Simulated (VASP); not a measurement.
Input of a VASP 6.6.1 run:

File INCAR:

```
ALGO = Normal ; EDIFF = 1E-7
EDIFFG = -0.005 ; ENCUT = 600
GGA = PE ; IBRION = 2
ISIF = 4 ; ISMEAR = -1
LASPH = T ; LCHARG = F
LREAL = F ; LWAVE = F
NELM = 100 ; NSW = 50
PREC = Accurate ; SIGMA = 0.05
```

File KPOINTS:

```
k-points
0
Gamma
  13 13 13
```

The input POSCAR:

```
In
1.0
   -2.2668209488      2.2668209488      1.2035646035
    2.2668209488     -2.2668209488      1.2035646035
    2.2668209488      2.2668209488     -1.2035646035
In
2
Direct
   -0.3750000000     -0.1250000000     -0.2500000000
    0.3750000000      0.1250000000      0.2500000000
```

Potentials or basis: VASP PAW PBE potentials, release 64 (In_d).

The run is started by

```bash
$ cat potpaw_PBE.64/In_d/POTCAR > POTCAR
$ mpirun -np 1 vasp_std > vasp.out
```

(1) What does it give for the band gap on the k mesh?

Results:

(1) zero (bands 13 and 14 overlap by 10.07 eV).

Caveat: spin-orbit coupling is left out, which moves the levels of the heavy elements.
